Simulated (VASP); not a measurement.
# TiO2 (P1) in VASP: notebook, part 2 of 2

VASP 6.6.1.

### 3 Single point, PBE

Input file INCAR:

```
SYSTEM = TiO2
  PREC = Accurate
  ENCUT = 520
  EDIFF = 1E-6
  ISMEAR = -1
  SIGMA = 0.24
  LREAL = Auto
  LASPH = .TRUE.
  NELM = 100
  ALGO = Normal
  ISIF = 2
  LWAVE = .FALSE.
  LCHARG = .FALSE.
  GGA = PE
  NBANDS = 168
```

Input file KPOINTS:

```
regular mesh
0
G
  2 2 1
  0 0 0
```

Input file POSCAR:

```
TiO2
1.0
   -2.6888770000      4.6572710000      6.2335590000
    5.3777530000      0.0000000000      6.2335590000
    5.3777530000      9.3145420000      0.0000000000
Ti O
12 24
Direct
    0.9458217982      0.4178454102      0.0336625857
    0.5528740911      0.1446568058      0.9559907002
   -0.0425974248      0.0388435500      0.2474397293
    0.9467694384      0.4355548486      0.5294665214
    0.5345513385      0.1190720571      0.4400913704
   -0.0345295588      0.0022366103      0.7944259109
    0.4201173496      0.8786591599      0.2787468940
    0.0375224653      0.6228546964      0.1980073428
    0.4872564585      0.5417704585      0.5014110867
    0.4473959684      0.8924646153      0.7768557736
    0.0986858938      0.5938237945      0.6895661696
    0.5091628636      0.4906993339      0.0335486770
    0.0014776453      0.1860717145      0.0849658744
    1.0036332105      0.5711333074      0.0717274295
    0.2979789712      0.6064000521      0.1476005132
    0.3817839443      0.3641141855      1.0011902580
    0.5507920876      0.9463462245      0.0987393672
    0.1971832998      0.9347864144      0.2558970625
   -0.0033267768      0.2131908368      0.6412654214
    0.9828343444      0.6040279922      0.5691610076
    0.3442213735      0.5988995627      0.6717740689
    0.4793690814      0.3380291337      0.4783647203
    0.4796161382      0.9492946975      0.5887136124
    0.1917139380      0.9413145614      0.8182298428
    0.5639823204      0.6413323321      0.3106413063
    0.4823174309      0.0303110691      0.3238502780
    0.7617238484      0.0836680056      0.3765022060
    0.9069591489      0.8402931030      0.2528031392
    0.0673042804      0.3893048573      0.3479125143
    0.7265607216      0.5060737975      0.4848665476
    0.4908744270      0.7150979557      0.9176473483
    0.5359242732      0.0765669216      0.8202824599
    0.7974539430      0.1198390513      0.9178165580
    0.9481981414      0.8004658240      0.7514254908
   -0.0215343739      0.4611227375      0.8471368120
    0.7100489935      0.4534917703      0.0591450889
```

Potentials or basis: VASP PAW PBE potentials, release 64 (Ti_sv, O).

The run is started by

```bash
> cat potpaw_PBE.64/Ti_sv/POTCAR potpaw_PBE.64/O/POTCAR > POTCAR
> mpirun -np 1 vasp_std > vasp.out
```

OUTCAR:

```text
SYSTEM = TiO2
   PREC = Accurate
   ENCUT = 520
   EDIFF = 1E-6
   ISMEAR = -1
   LREAL = Auto
   LASPH = .TRUE.
   NELM = 100
   ISIF = 2
   GGA = PE

 ion  position               nearest neighbor table
   1  0.946  0.418  0.034-  14 1.70  13 1.73  36 1.80  35 1.86
   2  0.553  0.145  0.956-  32 1.79  17 1.84  33 1.87  16 1.94
   3  0.957  0.039  0.247-  27 1.76  13 1.78  28 1.81  18 1.87
   4  0.947  0.436  0.529-  20 1.72  19 1.82  30 1.87  29 1.97
   5  0.535  0.119  0.440-  27 1.72  23 1.80  22 1.84  26 1.86
   6  0.965  0.002  0.794-  33 1.81  24 1.83  34 1.93  19 1.99
   7  0.420  0.879  0.279-  26 1.75  18 1.80  25 1.87  17 1.89
   8  0.038  0.623  0.198-  14 1.68  28 1.90  15 2.00  29 2.06
   9  0.487  0.542  0.501-  22 1.80  30 1.84  25 1.93  21 1.93
  10  0.447  0.892  0.777-  31 1.76  23 1.87  24 1.92  32 2.13
  11  0.099  0.594  0.690-  20 1.81  35 1.88  34 1.89  21 1.98
  12  0.509  0.491  0.034-  36 1.67  31 1.85  16 1.89  15 1.90
  13  0.001  0.186  0.085-   1 1.73   3 1.78
  14  0.004  0.571  0.072-   8 1.68   1 1.70
  15  0.298  0.606  0.148-  12 1.90   8 2.00
  16  0.382  0.364  0.001-  12 1.89   2 1.94
  17  0.551  0.946  0.099-   2 1.84   7 1.89
[... 17 lines left out ...]
  35  0.978  0.461  0.847-   1 1.86  11 1.88
  36  0.710  0.453  0.059-  12 1.67   1 1.80

  LATTYP: Found a base centered monoclinic cell.
 ALAT       =    13.5775277034
 B/A-ratio  =     0.6860263670
 C/A-ratio  =     0.7921550029
 COS(beta)  =    -0.3960774830

  Lattice vectors:

 A1 = (   2.6888770000,  -4.6572710000,  -6.2335590000)
 A2 = (  -5.3777530000,   0.0000000000,  -6.2335590000)
 A3 = (   5.3777530000,   9.3145420000,   0.0000000000)

Analysis of symmetry for initial positions (statically):
=====================================================================
 Subroutine PRICEL returns:
 Original cell was already a primitive cell.

 Routine SETGRP: Setting up the symmetry group for a
 base centered monoclinic supercell.

 Subroutine GETGRP returns: Found  1 space group operations
 (whereof  1 operations were pure point group operations)
 out of a pool of  4 trial point group operations.

The static configuration has the point symmetry C_1 .

Analysis of symmetry for dynamics (positions and initial velocities):
=====================================================================
 Subroutine PRICEL returns:
 Original cell was already a primitive cell.

 Routine SETGRP: Setting up the symmetry group for a
 base centered monoclinic supercell.

 Subroutine GETGRP returns: Found  1 space group operations
 (whereof  1 operations were pure point group operations)
 out of a pool of  4 trial point group operations.

The dynamic configuration has the point symmetry C_1 .

 Subroutine INISYM returns: Found  1 space group operations
 (whereof  1 operations are pure point group operations),
 and found     1 'primitive' translations

----------------------------------------------------------------------------------------

                                     Primitive cell

  volume of cell :     624.4943

  direct lattice vectors                    reciprocal lattice vectors
    -2.688877000  4.657271000  6.233559000    -0.092975631  0.053679502  0.080210996
     5.377753000  0.000000000  6.233559000     0.092975631 -0.053679502  0.080211004
     5.377753000  9.314542000  0.000000000     0.046487815  0.080519258 -0.040105498
[... 122 lines left out ...]
 ===========================================

 Found      4 irreducible k-points:

 Following reciprocal coordinates:
            Coordinates               Weight
  0.000000  0.000000  0.000000      1.000000
  0.500000 -0.000000  0.000000      1.000000
 -0.000000  0.500000  0.000000      1.000000
  0.500000  0.500000  0.000000      1.000000
   k-points           NKPTS =      4   k-points in BZ     NKDIM =      4   number of bands    NBANDS=    168
   number of dos      NEDOS =    301   number of ions     NIONS =     36
   total plane-waves  NPLWV = 327680
   dimension x,y,z NGX =    64 NGY =   64 NGZ =   80
   dimension x,y,z NGXF=   128 NGYF=  128 NGZF=  160
   ions per type =              12  24
   NGX,Y,Z   is equivalent  to a cutoff of  12.92, 12.92, 12.37 a.u.
   NGXF,Y,Z  is equivalent  to a cutoff of  25.85, 25.85, 24.73 a.u.
 SYSTEM =  TiO2
   PREC   = accura    normal or accurate (medium, high low for compatibility)
   ISTART =      0    job   : 0-new  1-cont  2-samecut
   ICHARG =      2    charge: 1-file 2-atom 10-const
   ISPIN  =      1    spin polarized calculation?
   LNONCOLLINEAR =      F non collinear calculations
   LSORBIT =      F    spin-orbit coupling
   LASPH  =      T    aspherical Exc in radial PAW
   ENCUT  =  520.0 eV  38.22 Ry    6.18 a.u.  15.31 15.31 20.00*2*pi/ulx,y,z
   NELM   =    100;   NELMIN=  2; NELMDL= -5     # of ELM steps
   EDIFF  = 0.1E-05   stopping-criterion for ELM
   LREAL  =      T    real-space projection
   EDIFFG = 0.1E-04   stopping-criterion for IOM
   NSW    =      0    number of steps for IOM
[... 5 lines left out ...]
   TEBEG  =    0.0;   TEEND  =   0.0 temperature during run
   PSTRESS=    0.0 pullay stress
   NELECT =     288.0000    total number of electrons
   NUPDOWN=      -1.0000    fix difference up-down
   EMIN   =  10.00;   EMAX   =-10.00  energy-range for DOS
   EFERMI =   0.00;   METHOD = LEGACY
   ISMEAR =    -1;   SIGMA  =   0.24  broadening in eV -4-tet -1-fermi 0-gaus
   EFERMI_NEDOS =   21; number of points for ismear=-14 and -15
   IALGO  =     38    algorithm
   IMIX   =      4    mixing-type and parameters
     AMIX     =   0.40;   BMIX     =  1.00
     AMIX_MAG =   1.60;   BMIX_MAG =  1.00
  volume/ion in A,a.u.               =      17.35       117.06
  Fermi-wavevector in a.u.,A,eV,Ry     =   1.264822  2.390168 21.766266  1.599775
  Thomas-Fermi vector in A             =   2.398108
   LORBIT       =      0    0 simple, 1 ext, 2 COOP (PROOUT), +10 PAW based schemes
   GGA     = PE    functional components
   LHFCALC =     F    Hartree Fock is set to
   AEXX    =    0.0000 exact exchange contribution
   IVDW    =     0    specifies the selected vdW correction
   LEPSILON=     F    determine dielectric tensor
   LRPA    =     F    only Hartree local field effects (RPA)
 non-spin polarized calculation
  energy-cutoff  :      520.00
  volume of cell :      624.49
 maximum number of plane-waves:     16872
 NGX is ok and might be reduce to    64
   NGX = 31   NGY = 31   NGZ = 39

 number of electron     288.0000024 magnetization

 Free energy of the ion-electron system (eV)
  ---------------------------------------------------
  ext. energy  EPLUGINS =         0.00000000
  ---------------------------------------------------
  free energy    TOTEN  =      -309.71618229 eV

  energy without entropy =     -309.56478627  energy(sigma->0) =     -309.64048428

 E-fermi :   1.3957     XC(G=0):  -8.3335

 val. band max:        0.3641193532   @ k =   0.0000   0.0000   0.0000
 cond. band min:       2.5289665110   @ k =   0.5000  -0.0000   0.0000
 fundamental gap:      2.1648471578
 Fermi energy:         1.3956630233

 k-point     1 :       0.0000    0.0000    0.0000
  band No.  band energies     occupation
      1     -56.6210      2.00000
      2     -56.4508      2.00000
      3     -56.2514      2.00000
      4     -56.2457      2.00000
      5     -56.0781      2.00000
      6     -56.0655      2.00000
[... 625 lines left out ...]
    155       3.3267      0.00064
    156       3.3622      0.00055
 [bands above 156 left out]

------------------------ aborting loop because EDIFF is reached ----------------------------------------

  FORCE on cell =-STRESS in cart. coord.  units (eV):
  Direction    XX          YY          ZZ          XY          YZ          ZX
  --------------------------------------------------------------------------------------
  -------------------------------------------------------------------------------------
  Total       -3.7757658      9.0520889     -1.5748222      3.4887901      3.2161666      8.4223814
  in kB       -9.6869529     23.2236750     -4.0403004      8.9506994      8.2512675     21.6081227
  external PRESSURE =       3.1654739 kB  Pullay stress =       0.0000000 kB

 VOLUME and BASIS-vectors are now :
 -----------------------------------------------------------------------------
  energy-cutoff  :      520.00
  volume of cell :      624.49
      direct lattice vectors                 reciprocal lattice vectors
    -2.688877000  4.657271000  6.233559000    -0.092975631  0.053679502  0.080210996
     5.377753000  0.000000000  6.233559000     0.092975631 -0.053679502  0.080211004
     5.377753000  9.314542000  0.000000000     0.046487815  0.080519258 -0.040105498

 POSITION                                       TOTAL-FORCE (eV/Angst)
 -----------------------------------------------------------------------------------
     -0.11510      4.71850      8.50050        -2.667833     -5.015897     -1.594347
      4.43240     11.47950      4.34810        -0.422032      0.679955     -1.783740
     -1.03478      6.76367      6.21016        -3.438694      1.647447     -0.302077
      2.64390      9.34110      8.61680        -4.284309     -3.371160     -3.824139
      1.56970      6.58880      4.07440         0.620020     -0.701395     -1.939488
      1.68822     11.89617      6.03226        -1.022173     -1.070934      2.125299
[... 28 lines left out ...]
      4.40452     12.44767      8.97376        -1.186293      0.580505      1.466093
      0.84760      3.85780      7.25300        -0.577790      3.374990      1.213179
 -----------------------------------------------------------------------------------
    total drift:                               -0.010185     -0.004566      0.015590

  FREE ENERGIE OF THE ION-ELECTRON SYSTEM (eV)
  ---------------------------------------------------
  free  energy   TOTEN  =      -309.7161822867 eV

  energy  without entropy=     -309.5647862676  energy(sigma->0) =     -309.64048428
```

It took 29 min on 1 thread of AMD EPYC 7R13, shared host; peak memory 0.77 GiB.

Results:

| Item | Value |
| --- | --- |
| Free energy | -309.7162 eV |
| Pressure | 0.3 GPa |
| Largest force | 7.939 eV/Å |
| Band gap on the k mesh | 2.16 eV (least direct gap 2.17 eV) |

Forces in eV/Å, atoms in the order of the input:
```
Ti  -2.668 -5.016 -1.594
Ti  -0.422  0.680 -1.784
Ti  -3.439  1.647 -0.302
Ti  -4.284 -3.371 -3.824
Ti   0.620 -0.701 -1.939
Ti  -1.022 -1.071  2.125
Ti  -3.164 -2.564  1.805
Ti   0.410  7.380  2.528
Ti  -3.055  1.334  2.051
Ti   3.355 -0.468  0.735
Ti   4.021  2.658 -0.290
Ti   5.564 -4.365 -3.607
O   -1.058  0.729 -0.422
O    0.804 -1.436  2.041
O    0.327 -0.296 -1.578
O   -2.615  0.941  0.835
O    0.784 -0.718 -0.274
O    1.534  0.433 -0.861
O    0.174  0.513 -1.079
O    0.930  0.698  2.726
O   -0.648 -2.679 -1.367
O    1.137 -0.156 -0.738
O   -0.142  1.546 -0.043
O   -0.321  0.545  0.466
O    3.039 -0.362 -1.123
O    2.062  0.883  0.956
O    0.839  1.375  1.357
O   -2.024 -0.677 -0.300
O    2.372 -0.862  1.596
O    1.218  1.859 -0.849
O   -1.545 -0.931  0.469
O   -0.726 -1.359 -1.734
O    0.042 -0.252 -0.175
O   -0.336  0.108  1.516
O   -1.186  0.581  1.466
O   -0.578  3.375  1.213
```

Caveat: the k points lie up to 0.64 Å⁻¹ apart; an odd mesh through Γ misses points on the zone boundary, where band edges can lie; forces of over 1 eV/Å act on the atoms, so gaps and moduli don't describe the material at rest.
